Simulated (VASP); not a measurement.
Input of a VASP 6.6.1 run:

File INCAR:

```
  PREC = Accurate
  ENCUT = 600
  EDIFF = 1E-7
  ISMEAR = 0
  SIGMA = 0.1
  LREAL = False
  LASPH = True
  NELM = 60
  ALGO = Normal
  ISIF = 3
  LWAVE = False
  LCHARG = False
  GGA = PE
  IBRION = 2
  NSW = 90
  EDIFFG = -0.04
```

The input KPOINTS:

```
regular mesh
0
Gamma
  6 6 6
```

The input POSCAR:

```
Ag2Pt
1.0
    0.0000000000      2.9844080765      2.9844080765
    2.9844080765      0.0000000000      2.9844080765
    2.9844080765      2.9844080765      0.0000000000
Ag Pt
2 1
Direct
    0.2500000000      0.2500000000      0.2500000000
    0.7500000000      0.7500000000      0.7500000000
    0.0000000000      0.0000000000      0.0000000000
```

Potentials or basis: VASP PAW PBE potentials, release 64 (Ag, Pt).

The run is started by

```console
$ cat potpaw_PBE.64/Ag/POTCAR potpaw_PBE.64/Pt/POTCAR > POTCAR
$ mpirun -np 1 vasp_std > vasp.out
```

Task: Estimate the relaxed volume.

Result: 20.60 Å³/atom.

Task: Estimate the band gap on the k mesh.

Result: Zero (filled and empty bands overlap).

Final structure:
```xyz
3
Lattice="0.0000 3.1379 3.1379 3.1379 0.0000 3.1379 3.1379 3.1379 0.0000" Properties=species:S:1:pos:R:3 pbc="T T T"
Ag    1.5690    1.5690    1.5690
Ag    4.7069    4.7069    4.7069
Pt    0.0000    0.0000    0.0000
```

Caveat: the volume moved by over 15 % at a fixed basis, so the end points are rough; spin-orbit coupling is left out, which moves the levels of the heavy elements.
